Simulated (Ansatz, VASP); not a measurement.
**TiH in VASP and in Ansatz**

The input INCAR:

```
PREC = Accurate ; ENCUT = 520
EDIFF = 1E-6 ; ISMEAR = 0
SIGMA = 0.15 ; LREAL = False
LASPH = True ; NELM = 80
ALGO = Normal ; ISIF = 2
LWAVE = False ; LCHARG = False
NBANDS = 14
```

Contents of KPOINTS:

```
regular mesh
0
Gamma
  20 20 20
```

File POSCAR:

```
TiH
1.0
    0.0000000000      2.0896972200      2.0896972200
    2.0896972200      0.0000000000      2.0896972200
    2.0896972200      2.0896972200      0.0000000000
Ti H
1 1
Direct
    0.0239269113      0.0239269113     -0.0239269113
    0.5000000000      0.5000000000      0.5000000000
```

Input for Ansatz:

```yaml
crystal:
  lattice:
    - [0.0, 2.08969722, 2.08969722]
    - [2.08969722, 0.0, 2.08969722]
    - [2.08969722, 2.08969722, 0.0]
  atoms:
    - { symbol: Ti, position: [0.0239269113, 0.0239269113, -0.0239269113] }
    - { symbol: H, position: [0.5, 0.5, 0.5] }
basis:
  ecutwfc: 420
kpoints:
  mp_grid: { grid: [20, 20, 20] }
hamiltonian:
  xc: lda
scf:
  occupations: { method: gaussian, width: 0.15 }
output:
  forces: true
  stress: true
  eigenvalues: true
```

Change from the starting cell: all Ti atoms moved -0.100 Å, as atom 1 towards its neighbour atom 2 (H) at 2.090 Å.

Alike in both runs: task single point; functional LDA; k mesh 20 × 20 × 20; occupations gaussian, width 0.15 eV; no spin polarisation.

```csv
,VASP,Ansatz
version,VASP 6.6.1,Ansatz 0.2.0
potentials or method,"VASP PAW LDA potentials, release 64 (Ti_sv, H), cutoff 520 eV","scalar-relativistic, plane waves, PAW"
valence electrons in the cell,13,13
```

VASP gave:

```
gap on the k mesh at the Fermi level (eV)                     : none
pressure (GPa)                                                : -7.4
traceless stress, the component that is largest in VASP (GPa) : 1.48
rms of the force components (eV/Å)                            : 0.169
```

Question: Estimate Ansatz's values.

Answer: gap on the k mesh at the Fermi level (eV): none; pressure (GPa): -7.5; traceless stress, the component that is largest in VASP (GPa): 1.47; rms of the force components (eV/Å): 0.167.

LDA's correlation is that of Perdew and Zunger in VASP and of Perdew and Wang (1992) in Ansatz. Atom by atom the forces differ by 0.002 eV/Å (rms over components). A gap of «none» marks a metal or a gap that the smearing closes.
